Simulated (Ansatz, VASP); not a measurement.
Fe: VASP beside Ansatz

```
CELL_PARAMETERS angstrom
4.18019 0.00000 0.00000
-2.09009 3.62015 0.00000
0.00000 0.00000 2.37864
ATOMIC_POSITIONS crystal
Fe 0.00000 0.00000 0.00000
Fe 0.33333 0.66667 0.50000
Fe 0.66667 0.33333 0.50000
```

Alike in both runs: task single point; functional PBE; k mesh 10 × 10 × 15; occupations fermi-dirac, width 0.05 eV; collinear spin.

|  | VASP | Ansatz |
| --- | --- | --- |
| version | VASP 6.6.1 | Ansatz 0.2.0 |
| potentials or method | VASP PAW PBE potentials, release 64 (Fe), cutoff 520 eV | plane waves (420 eV) with PAW, scalar-relativistic |
| valence electrons in the cell | 24 | 48 |

Ansatz gave:

| Property | Result |
| --- | --- |
| pressure (GPa) | -0.2 |
| traceless stress, the component that is largest in VASP (GPa) | -0.37 |
| net moment per atom (μB) | 2.47 |
| size of the moment on the site where the two differ most (μB) | 2.58 |

Problem. Which values does VASP return?

Solution. Pressure (GPa): -0.2; traceless stress, the component that is largest in VASP (GPa): -0.63; net moment per atom (μB): 2.49; size of the moment on the site where the two differ most (μB): 2.56.

Site moments also hang on the region over which each program counts them. With one functional, cell and mesh, what is left measures potentials, basis and numerics. VASP's potentials hold 24 valence electrons a cell and Ansatz's 48, so a difference there can come from the potentials and not from the codes.
